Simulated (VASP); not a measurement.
# FeGe (zincblende type) (F-43m) in VASP: relaxation of cell and atoms with PBE

Aim: the relaxation of cell and atoms of FeGe (zincblende type) with PBE.

Everything below comes from runs of VASP 6.6.1. Logs are shortened: lines on timing, memory, paths and dates and some standing lists are left out, and cuts for length are marked.

## Step 1: The cell of the first run

The structure is cubic, space group F-43m (No. 216). The conventional cell has a = 5.312 Å, b = 5.312 Å, c = 5.312 Å, α = 90.00°, β = 90.00°, γ = 90.00°. Fe (site symmetry -43m) has 4 Ge at 2.30 Å within 3.0 Å. Within 3.0 Å of Ge (site symmetry -43m) lie 4 Fe at 2.30 Å.

## Step 2: Relaxation of cell and atoms, PBE, collinear spin, ferromagnetic start, target pressure -1.9 GPa, at which the enthalpy is minimised

The input, INCAR:

```
SYSTEM = FeGe
PREC = Accurate ; ENCUT = 600
EDIFF = 1E-6 ; ISMEAR = -1
SIGMA = 0.05 ; LREAL = .False.
LASPH = .True. ; NELM = 150
ALGO = Normal ; ISIF = 3
LWAVE = .False. ; LCHARG = .False.
ISPIN = 2 ; MAGMOM = 2.5 0
LORBIT = 11 ; LMAXMIX = 4
GGA = PE ; IBRION = 2
NSW = 60 ; EDIFFG = -0.005
PSTRESS = -19.0
```

The input, KPOINTS:

```
Automatic mesh
0
Gamma
  12 12 12
  0 0 0
```

The input, POSCAR:

```
FeGe
1.0
    0.0000000000      2.6558637897      2.6558637897
    2.6558637897      0.0000000000      2.6558637897
    2.6558637897      2.6558637897      0.0000000000
Fe Ge
1 1
Direct
    0.0000000000      0.0000000000      0.0000000000
    0.2500000000      0.2500000000      0.2500000000
```

Potentials or basis: VASP PAW PBE potentials, release 64 (Fe, Ge_d).

Started as:

```bash
$ cat potpaw_PBE.64/Fe/POTCAR potpaw_PBE.64/Ge_d/POTCAR > POTCAR
$ mpirun -np 1 vasp_std > vasp.out
```

OUTCAR:

```text
SYSTEM = FeGe
   PREC = Accurate
   ENCUT = 600
   EDIFF = 1E-6
   ISMEAR = -1
   LREAL = .False.
   LASPH = .True.
   NELM = 150
   ISIF = 3
   ISPIN = 2
   LORBIT = 11
   GGA = PE
   IBRION = 2
   NSW = 60
   EDIFFG = -0.005
   PSTRESS = -19.0

 ion  position               nearest neighbor table
   1  0.000  0.000  0.000-   2 2.30   2 2.30   2 2.30   2 2.30
   2  0.250  0.250  0.250-   1 2.30   1 2.30   1 2.30   1 2.30

  LATTYP: Found a face centered cubic cell.
 ALAT       =     5.3117275794

  Lattice vectors:

 A1 = (   0.0000000000,   2.6558637897,   2.6558637897)
 A2 = (   2.6558637897,   0.0000000000,   2.6558637897)
 A3 = (   2.6558637897,   2.6558637897,   0.0000000000)

Analysis of symmetry for initial positions (statically):
=====================================================================
 Subroutine PRICEL returns:
 Original cell was already a primitive cell.

 Routine SETGRP: Setting up the symmetry group for a
 face centered cubic supercell.

 Subroutine GETGRP returns: Found 24 space group operations
 (whereof 24 operations were pure point group operations)
 out of a pool of 48 trial point group operations.

The static configuration has the point symmetry T_d .

Analysis of symmetry for dynamics (positions and initial velocities):
=====================================================================
 Subroutine PRICEL returns:
 Original cell was already a primitive cell.

 Routine SETGRP: Setting up the symmetry group for a
 face centered cubic supercell.

 Subroutine GETGRP returns: Found 24 space group operations
 (whereof 24 operations were pure point group operations)
 out of a pool of 48 trial point group operations.

The dynamic configuration has the point symmetry T_d .

Analysis of structural, dynamic, and magnetic symmetry:
=====================================================================
 Subroutine PRICEL returns:
 Original cell was already a primitive cell.

 Routine SETGRP: Setting up the symmetry group for a
 face centered cubic supercell.

 Subroutine GETGRP returns: Found 24 space group operations
 (whereof 24 operations were pure point group operations)
[... 1097 lines left out ...]
     2.655863790  2.655863790  0.000000000     0.188262667  0.188262667 -0.188262667

 POSITION                                       TOTAL-FORCE (eV/Angst)
 -----------------------------------------------------------------------------------
      0.00000      0.00000      0.00000        -0.000000     -0.000000     -0.000000
      1.32793      1.32793      1.32793         0.000000      0.000000      0.000000
 -----------------------------------------------------------------------------------
    total drift:                                0.000001      0.000001      0.000001

  FREE ENERGIE OF THE ION-ELECTRON SYSTEM (eV)
  ---------------------------------------------------
  free  energy   TOTEN  =       -11.1976598925 eV

  energy  without entropy=      -11.1650823236  energy(sigma->0) =      -11.18137111

  enthalpy is  TOTEN    =       -11.6419743117 eV   P V=       -0.4443144192

--------------------------------------- Ionic step        2  -------------------------------------------

 number of electron      21.9999990 magnetization       2.0853048

 Free energy of the ion-electron system (eV)
  ---------------------------------------------------
  ext. energy  EPLUGINS =         0.00000000
  ---------------------------------------------------
  free energy    TOTEN  =       -11.21994377 eV

  energy without entropy =      -11.18891225  energy(sigma->0) =      -11.20442801

 E-fermi :   3.2769     XC(G=0): -10.0850

 val. band max:        3.2709310168   @ k =   0.5000   0.3333   0.0000
 cond. band min:       3.2778221303   @ k =  -0.3333   0.2500   0.0000
 fundamental gap:      0.0068911135
 Fermi energy:         3.2768529182

 spin component 1

 k-point     1 :       0.0000    0.0000    0.0000
  band No.  band energies     occupation
      1     -20.6970      1.00000
      2     -20.6970      1.00000
      3     -20.6970      1.00000
      4     -20.6736      1.00000
      5     -20.6736      1.00000
      6      -6.6265      1.00000
[... 895 lines left out ...]
      5     -20.7046      1.00000
      6      -4.8730      1.00000
[... 8 lines left out ...]
     15       9.9352      0.00000
     16      11.9249      0.00000

 [... further k-points ...]

------------------------ aborting loop because EDIFF is reached ----------------------------------------

  FORCE on cell =-STRESS in cart. coord.  units (eV):
  Direction    XX          YY          ZZ          XY          YZ          ZX
  --------------------------------------------------------------------------------------
  -------------------------------------------------------------------------------------
  Total       -0.4888867     -0.4888867     -0.4888867     -0.0000000      0.0000000     -0.0000000
  in kB      -18.7975725    -18.7975725    -18.7975725     -0.0000000      0.0000000     -0.0000000
  external PRESSURE =       0.2024275 kB  Pullay stress =     -19.0000000 kB

 VOLUME and BASIS-vectors are now :
 -----------------------------------------------------------------------------
  energy-cutoff  :      600.00
  volume of cell :       41.67
      direct lattice vectors                 reciprocal lattice vectors
     0.000000000  2.751665669  2.751665669    -0.181708122  0.181708122  0.181708122
     2.751665669  0.000000000  2.751665669     0.181708122 -0.181708122  0.181708122
     2.751665669  2.751665669  0.000000000     0.181708122  0.181708122 -0.181708122

 POSITION                                       TOTAL-FORCE (eV/Angst)
 -----------------------------------------------------------------------------------
      5.50333      5.50333      5.50333        -0.000000     -0.000000      0.000000
      1.37583      1.37583      1.37583         0.000000      0.000000     -0.000000
 -----------------------------------------------------------------------------------
    total drift:                                0.000000      0.000000      0.000000

  FREE ENERGIE OF THE ION-ELECTRON SYSTEM (eV)
  ---------------------------------------------------
  free  energy   TOTEN  =       -11.2199437745 eV

  energy  without entropy=      -11.1889122486  energy(sigma->0) =      -11.20442801

  enthalpy is  TOTEN    =       -11.7140951521 eV   P V=       -0.4941513777

 reached required accuracy - stopping structural energy minimisation

 total charge

# of ion       s       p       d       tot
------------------------------------------
    1        0.458   0.320   6.264   7.043
    2        1.187   1.189  10.026  12.402
--------------------------------------------------
tot          1.645   1.510  16.290  19.445

 magnetization (x)

# of ion       s       p       d       tot
------------------------------------------
    1        0.047  -0.006   2.261   2.301
    2       -0.007  -0.186   0.009  -0.184
--------------------------------------------------
tot          0.040  -0.192   2.270   2.117
```

OSZICAR:

```text
N       E                     dE             d eps       ncg     rms          rms(c)
DAV:   1     0.140512280667E+03    0.14051E+03   -0.12146E+04  4648   0.342E+03
DAV:   2     0.360704276901E+01   -0.13691E+03   -0.13352E+03  4640   0.515E+02
DAV:   3    -0.122420859707E+02   -0.15849E+02   -0.15736E+02  5240   0.132E+02
[... 21 lines left out ...]
DAV:   7    -0.112194741145E+02    0.21722E-02   -0.39011E-02  6328   0.243E+00    0.562E-01
DAV:   8    -0.112200083349E+02   -0.53422E-03   -0.73293E-03  4896   0.945E-01    0.133E-01
DAV:   9    -0.112199709459E+02    0.37389E-04   -0.76482E-04  7024   0.388E-01    0.969E-02
DAV:  10    -0.112199552564E+02    0.15689E-04   -0.14739E-04  5896   0.158E-01    0.329E-02
DAV:  11    -0.112199437736E+02    0.11483E-04   -0.31912E-05  6328   0.908E-02    0.773E-03
DAV:  12    -0.112199437745E+02   -0.87721E-09   -0.15870E-06  2888   0.188E-02
   2 F= -.11714095E+02 E0= -.11698579E+02  d E =-.721208E-01  mag=     2.0849
```

CONTCAR:

```text
FeGe
   1.00000000000000
     0.0000000000000000    2.7516656690757237    2.7516656690757237
     2.7516656690757237    0.0000000000000000    2.7516656690757237
     2.7516656690757237    2.7516656690757237    0.0000000000000000
  Fe              Ge
     1     1
Direct
     1.0000000000000000    1.0000000000000000    1.0000000000000000
     0.2500000000000000    0.2500000000000000    0.2500000000000000

  0.00000000E+00  0.00000000E+00  0.00000000E+00
  0.00000000E+00  0.00000000E+00  0.00000000E+00
```

It took 2.5 min on 1 thread of Intel Xeon Platinum 8488C (Sapphire Rapids), shared host; peak memory 0.25 GiB.

What came out:

| Item | Value |
| --- | --- |
| Free energy | -11.2199 eV |
| Relaxed volume | 20.83 Å³/atom |
| Relaxed cell | a = 3.891 Å, b = 3.891 Å, c = 3.891 Å, α = 60.00°, β = 60.00°, γ = 60.00° |
| Space group after relaxing (to 0.1 Å) | F-43m (No. 216) |
| Energy change on relaxing (the run minimises the enthalpy) | -11.1 meV/atom |
| Ionic steps | 2 |
| Pressure after relaxing | -1.9 GPa |
| Net moment | 2.09 μB per cell |
| Site moments | Fe +2.30; Ge -0.18 μB |
| Valence electrons inside the program's atomic spheres | Fe 7.04; Ge 12.40 |

The path:
```
step  energy change (eV)  largest force (eV/Å)  pressure (GPa)  volume (Å³)
   1              0.0000                0.0000            4.49        37.47
   2             -0.0223                0.0000           -1.88        41.67
```

Final structure:
```
Fe Ge
1.0
     0.00000    2.75167    2.75167
     2.75167    0.00000    2.75167
     2.75167    2.75167    0.00000
Fe Ge
1 1
Direct
  0.00000 0.00000 0.00000
  0.25000 0.25000 0.25000
```

Levels at points of the mesh, in eV from the Fermi level:
Spin up:
```
           k point  band 9  band 10  band 11  band 12  band 13  band 14  band 15  band 16
(0.00, 0.00, 0.00)   -2.98    -2.33    -2.33     4.75     4.75     4.75     5.85     7.52
(0.50, 0.00, 0.00)   -2.88    -2.15    -2.15    -1.67     2.88     2.88     6.05     8.13
(0.50, 0.50, 0.00)   -2.24    -2.18    -2.03    -1.43     0.39     0.39     4.69     5.60
```
Spin down:
```csv
k point,band 7,band 8,band 9,band 10,band 11,band 12,band 13,band 14
"(0.00, 0.00, 0.00)",-1.68,-1.68,-1.68,0.16,0.16,5.22,5.22,5.22
"(0.50, 0.00, 0.00)",-3.78,-1.43,-1.43,0.09,0.19,0.19,3.32,3.32
"(0.50, 0.50, 0.00)",-3.64,-0.95,-0.95,-0.63,0.40,0.51,0.92,0.92
```

Caveat: the cell is relaxed towards a set pressure, so the run minimises the enthalpy, not the energy.
